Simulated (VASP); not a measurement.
Input of a VASP 6.6.1 run:

Contents of POSCAR:

```
LaAgS2
1.0
    2.1355079190      1.2329360719      5.9211700121
   -2.1355079190      1.2329360719      5.9211700121
    0.0000000000     -2.4658721438      5.9211700121
Ag La S
1 1 2
Direct
    1.0000000000      0.0000000000      0.0000000000
    0.5000000000      0.5000000000      0.5000000000
    0.2514066203      0.2514066203      0.2514066203
    0.7485933797      0.7485933797      0.7485933797
```

INCAR.step1

```
SYSTEM = LaAgS2
PREC = Accurate ; ENCUT = 600
ISMEAR = -1 ; SIGMA = 0.02
LREAL = .False. ; LASPH = .True.
NELM = 80 ; GGA = PE
ALGO = Normal ; EDIFF = 1E-4
LWAVE = .True. ; LCHARG = .False.
```

Contents of INCAR.step2:

```
SYSTEM = LaAgS2
PREC = Accurate ; ENCUT = 600
EDIFF = 1E-6 ; ISMEAR = -1
SIGMA = 0.02 ; LREAL = .False.
LASPH = .True. ; NELM = 80
ALGO = Normal ; ISIF = 3
LWAVE = .False. ; LCHARG = .False.
METAGGA = R2SCAN ; LMIXTAU = .True.
IBRION = 2 ; NSW = 80
EDIFFG = -0.005 ; ISTART = 1
```

Contents of KPOINTS:

```
Automatic mesh
0
Gamma
  6 6 6
  0 0 0
```

Potentials or basis: VASP PAW PBE potentials, release 64 (Ag, La, S).

Command:

```sh
$ cat potpaw_PBE.64/Ag/POTCAR potpaw_PBE.64/La/POTCAR potpaw_PBE.64/S/POTCAR > POTCAR
$ cp INCAR.step1 INCAR
$ mpirun -np 1 vasp_std > vasp.out
$ cp INCAR.step2 INCAR
$ mpirun -np 1 vasp_std > vasp.out
```

Task: Estimate the band gap on the k mesh.

Result: 2.68 eV (least direct gap 2.69 eV).

Task: Predict the space group after relaxing (to 0.1 Å).

Result: R-3m (No. 166).

Task: Estimate the relaxed volume.

Result: 23.24 Å³/atom.

Task: Predict the relaxed cell.

Result: a = 6.414 Å, b = 6.414 Å, c = 6.414 Å, α = 38.76°, β = 38.76°, γ = 38.76°.

Final structure:
```
CELL_PARAMETERS angstrom
2.12827 1.22876 5.92505
-2.12827 1.22876 5.92505
0.00000 -2.45751 5.92505
ATOMIC_POSITIONS crystal
Ag 0.00000 0.00000 0.00000
La 0.50000 0.50000 0.50000
S 0.25179 0.25179 0.25179
S 0.74821 0.74821 0.74821
```

Caveat: the PAW data sets were made with another functional, which shifts forces and pressure a little; spin-orbit coupling is left out, which moves the levels of the heavy elements. A k mesh can miss the band edges.
